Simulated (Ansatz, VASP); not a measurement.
## One calculation of GeN, two programs

```xyz
2
Lattice="0.0000 2.4061 2.4061 2.4061 0.0000 2.4061 2.4061 2.4061 0.0000" Properties=species:S:1:pos:R:3 pbc="T T T"
Ge    0.0000    0.0000    0.0000
N     1.2031    1.2031    1.2031
```

Change from the starting cell: species swapped into the GaAs type (F-43m, No. 216).

Alike in both runs: functional PBE; k mesh 7 × 7 × 7; occupations gaussian, width 0.2 eV; no spin polarisation.

Ansatz relaxed the structure, and its values are those at the end. VASP's run is a single point on that final structure, the one shown.

|  | VASP | Ansatz |
| --- | --- | --- |
| version | VASP 6.6.1 | Ansatz 0.2.0 |
| potentials or method | VASP PAW PBE potentials, release 64 (Ge_d, N), cutoff 600 eV | scalar-relativistic, plane waves, PAW |
| valence electrons in the cell | 19 | 19 |

|  | VASP | Ansatz | Ansatz less VASP |
| --- | --- | --- | --- |
| gap on the k mesh at the Fermi level (eV) | none | none | - |
| pressure (GPa) | -0.2 | -0.2 | +0.01 |

A gap of «none» marks a metal or a gap that the smearing closes.
